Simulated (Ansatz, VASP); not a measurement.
BN: VASP beside Ansatz

File POSCAR:

```
BN
1.0
    0.0000000000      1.7489585757      1.7489585757
    1.7489585757      0.0000000000      1.7489585757
    1.7489585757      1.7489585757      0.0000000000
B N
1 1
Direct
    0.0000000000      0.0000000000      0.0000000000
    0.7500000000      0.7500000000      0.7500000000
```

Contents of INCAR.step1:

```
SYSTEM = BN
ALGO = Normal
EDIFF = 1E-4
ENCUT = 520
GGA = PE
ISMEAR = 0
LASPH = .True.
LCHARG = .False.
LREAL = .False.
LWAVE = .True.
NBANDS = 11
NELM = 60
PREC = Accurate
SIGMA = 0.02
```

INCAR.step2

```
SYSTEM = BN
ALGO = Normal
EDIFF = 1E-6
ENCUT = 520
ISIF = 2
ISMEAR = 0
ISTART = 1
LASPH = .True.
LCHARG = .False.
LMIXTAU = .True.
LREAL = .False.
LWAVE = .False.
METAGGA = R2SCAN
NBANDS = 11
NELM = 60
PREC = Accurate
SIGMA = 0.02
```

The input KPOINTS:

```
k-points
0
Gamma
  12 12 12
  0 0 0
```

Input for Ansatz:

```yaml
crystal:
  lattice:
    - [0.0, 1.7489585757, 1.7489585757]
    - [1.7489585757, 0.0, 1.7489585757]
    - [1.7489585757, 1.7489585757, 0.0]
  atoms:
    - { symbol: B, position: [0.0, 0.0, 0.0] }
    - { symbol: "N", position: [0.75, 0.75, 0.75] }
basis:
  ecutwfc: 500
kpoints:
  mp_grid: { grid: [12, 12, 12] }
hamiltonian:
  xc: r2scan
scf:
  occupations: { method: gaussian, width: 0.02 }
output:
  forces: true
  stress: true
  eigenvalues: true
```

Alike in both runs: task single point; functional r2SCAN; k mesh 12 × 12 × 12; occupations gaussian, width 0.02 eV; no spin polarisation.

|  | VASP | Ansatz |
| --- | --- | --- |
| version | VASP 6.6.1 | Ansatz 0.2.0 |
| potentials or method | VASP PAW PBE potentials, release 64 (B, N), cutoff 520 eV | scalar-relativistic, plane waves, PAW |
| valence electrons in the cell | 8 | 8 |

```csv
,VASP,Ansatz,Ansatz less VASP
gap on the k mesh at the Fermi level (eV),5.09,5.12,+0.029
least direct gap on the mesh (eV),10.01,10.06,+0.049
```

VASP's potentials were made for PBE, not for r2SCAN.
